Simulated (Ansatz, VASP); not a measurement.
SnO2 in VASP and in Ansatz

```
CELL_PARAMETERS angstrom
3.76497 0.00000 0.00000
-1.88249 3.26056 0.00000
0.00000 0.00000 3.08219
ATOMIC_POSITIONS crystal
Sn 0.00000 0.00000 0.00000
O 0.33333 0.66667 0.50000
O 0.66667 0.33333 0.50000
```

Change from the starting cell: species swapped into the LaGa2 type (P6/mmm, No. 191).

Alike in both runs: functional PBE; k mesh 4 × 4 × 4; occupations gaussian, width 0.15 eV; no spin polarisation.

Ansatz relaxed the structure, and its values are those at the end. VASP's run is a single point on that final structure, the one shown.

```csv
,VASP,Ansatz
version,VASP 6.6.1,Ansatz 0.2.0
potentials or method,"VASP PAW PBE potentials, release 64 (Sn_d, O), cutoff 600 eV","scalar-relativistic, plane waves, PAW"
valence electrons in the cell,26,26
```

Ansatz gave:

```
gap on the k mesh at the Fermi level (eV) : none
pressure (GPa)                            : 0.3
```

**Question.** Estimate VASP's values.

**Answer.** gap on the k mesh at the Fermi level (eV): none; pressure (GPa): 0.1.

A gap of «none» marks a metal or a gap that the smearing closes.

The k mesh is coarse, so the values compare programs but aren't converged.
